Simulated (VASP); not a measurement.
A run of VASP 6.6.1:

INCAR

```
SYSTEM = SnW
PREC = Accurate
ENCUT = 600
EDIFF = 1E-6
ISMEAR = 0
SIGMA = 0.1
LREAL = .FALSE.
LASPH = .TRUE.
NELM = 60
ALGO = Fast
ISIF = 3
LWAVE = .FALSE.
LCHARG = .FALSE.
GGA = PE
IBRION = 2
NSW = 100
EDIFFG = -0.01
```

Contents of KPOINTS:

```
Automatic mesh
0
G
  18 18 18
  0 0 0
```

File POSCAR:

```
SnW
1.0
    0.0000000000      2.7707539724      2.7707539724
    2.7707539724      0.0000000000      2.7707539724
    2.7707539724      2.7707539724      0.0000000000
Sn W
1 1
Direct
    0.5000000000      0.5000000000      0.5000000000
    0.0000000000      0.0000000000      0.0000000000
```

Potentials or basis: VASP PAW PBE potentials, release 64 (Sn_d, W_sv).

Run with:

```sh
$ cat potpaw_PBE.64/Sn_d/POTCAR potpaw_PBE.64/W_sv/POTCAR > POTCAR
$ mpirun -np 1 vasp_std > vasp.out
```

Hardware: 1 thread of Intel(R) Xeon(R) Platinum 8259CL CPU @ 2.50GHz (Skylake/Cascade Lake) (shared host).

Q: How long does it take, and how much memory?

A: Wall time 4.1 min on 1 thread of Intel(R) Xeon(R) Platinum 8259CL CPU @ 2.50GHz (Skylake/Cascade Lake), with other jobs on the host, peak memory 0.33 GiB. Counts: scf iterations 30, k points 195, ion steps 3.
